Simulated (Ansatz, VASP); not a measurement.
## InO2 in VASP and in Ansatz

INCAR

```
SYSTEM = InO2
PREC = Accurate ; ENCUT = 520
EDIFF = 1E-7 ; ISMEAR = 0
SIGMA = 0.1 ; LREAL = .FALSE.
LASPH = .TRUE. ; NELM = 80
ALGO = Normal ; ISIF = 2
LWAVE = .FALSE. ; LCHARG = .FALSE.
GGA = PE ; NBANDS = 20
```

The input KPOINTS:

```
Automatic mesh
0
G
  12 12 2
  0 0 0
```

File POSCAR:

```
InO2
1.0
    2.3897924200      0.0000000000      0.0000000000
   -1.1948962100      2.0696209500      0.0000000000
    0.0000000000      0.0000000000     11.7629553500
In O
1 2
Direct
    0.0000000000      0.0000000000      0.0000000000
    0.3333333300      0.6666666700      0.8978554600
    0.3333333300      0.6666666700      0.1021445400
```

Input for Ansatz:

```yaml
crystal:
  lattice:
    - [2.38979242, 0.0, 0.0]
    - [-1.19489621, 2.06962095, 0.0]
    - [0.0, 0.0, 11.76295535]
  atoms:
    - { symbol: In, position: [0.0, 0.0, 0.0] }
    - { symbol: O, position: [0.33333333, 0.66666667, 0.89785546] }
    - { symbol: O, position: [0.33333333, 0.66666667, 0.10214454] }
basis:
  ecutwfc: 420
kpoints:
  mp_grid: { grid: [12, 12, 2] }
hamiltonian:
  xc: pbe
scf:
  occupations: { method: gaussian, width: 0.1 }
  lower_state_search: "off"
output:
  forces: true
  stress: true
  eigenvalues: true
```

Change from the starting cell: species swapped into the Te2Mo type (P-6m2, No. 187).

Alike in both runs: task single point; functional PBE; k mesh 12 × 12 × 2; occupations gaussian, width 0.1 eV; no spin polarisation.

|  | VASP | Ansatz |
| --- | --- | --- |
| version | VASP 6.6.1 | Ansatz 0.2.0 |
| potentials or method | VASP PAW PBE potentials, release 64 (In_d, O), cutoff 520 eV | scalar-relativistic, plane waves, PAW |
| valence electrons in the cell | 25 | 25 |

```csv
,VASP,Ansatz,Ansatz less VASP
gap on the k mesh at the Fermi level (eV),none,none,-
rms of the force components (eV/Å),6.118,6.057,-0.0612
```

Atom by atom the forces differ by 0.061 eV/Å (rms over components). A gap of «none» marks a metal or a gap that the smearing closes. With one functional, cell and mesh, what is left measures potentials, basis and numerics.

Noted on VASP's run: the cell as given lies far from equilibrium.
